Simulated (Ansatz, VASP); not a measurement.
# Ti: VASP beside Ansatz

File POSCAR:

```
Ti
1.0
    0.0000000000      1.9488000000      1.8676000000
    1.9488000000      0.0000000000      1.8676000000
    1.9488000000      1.9488000000      0.0000000000
Ti
1
Direct
    0.0000000000      0.0000000000      0.0000000000
```

File INCAR.step1:

```
  PREC = Accurate
  ENCUT = 520
  ISMEAR = 0
  SIGMA = 0.15
  LREAL = F
  LASPH = T
  NELM = 100
  NBANDS = 12
  GGA = PE
  ALGO = Normal
  EDIFF = 1E-4
  LWAVE = T
  LCHARG = F
```

Contents of INCAR.step2:

```
  PREC = Accurate
  ENCUT = 520
  EDIFF = 1E-7
  ISMEAR = 0
  SIGMA = 0.15
  LREAL = F
  LASPH = T
  NELM = 100
  ALGO = Normal
  ISIF = 2
  LWAVE = F
  LCHARG = F
  METAGGA = R2SCAN
  LMIXTAU = T
  NBANDS = 12
  ISTART = 1
```

File KPOINTS:

```
Automatic mesh
0
Gamma
  20 20 20
```

Input for Ansatz:

```yaml
crystal:
  lattice:
    - [0.0, 1.9488, 1.8676]
    - [1.9488, 0.0, 1.8676]
    - [1.9488, 1.9488, 0.0]
  atoms:
    - { symbol: Ti, position: [0.0, 0.0, 0.0] }
basis:
  ecutwfc: 500
kpoints:
  mp_grid: { grid: [20, 20, 20] }
hamiltonian:
  xc: r2scan
scf:
  occupations: { method: gaussian, width: 0.15 }
output:
  forces: true
  stress: true
  eigenvalues: true
```

Change from the starting cell: strain -0.040 along x and y, -0.080 along z, atoms carried along.

Alike in both runs: task single point; functional r2SCAN; k mesh 20 × 20 × 20; occupations gaussian, width 0.15 eV; no spin polarisation.

|  | VASP | Ansatz |
| --- | --- | --- |
| version | VASP 6.6.1 | Ansatz 0.2.0 |
| potentials or method | VASP PAW PBE potentials, release 64 (Ti_sv), cutoff 520 eV | scalar-relativistic, plane waves, PAW |
| valence electrons in the cell | 12 | 12 |

```csv
,VASP,Ansatz,Ansatz less VASP
gap on the k mesh at the Fermi level (eV),none,none,-
pressure (GPa),31.6,30.9,-0.72
"traceless stress, the component that is largest in VASP (GPa)",0.79,0.77,-0.021
```

VASP's potentials were made for PBE, not for r2SCAN. A gap of «none» marks a metal or a gap that the smearing closes. Both programs put the cell under a high pressure, so it lies far from rest at this level. The functional is the same, so the differences come from potentials, cutoffs and numerics.
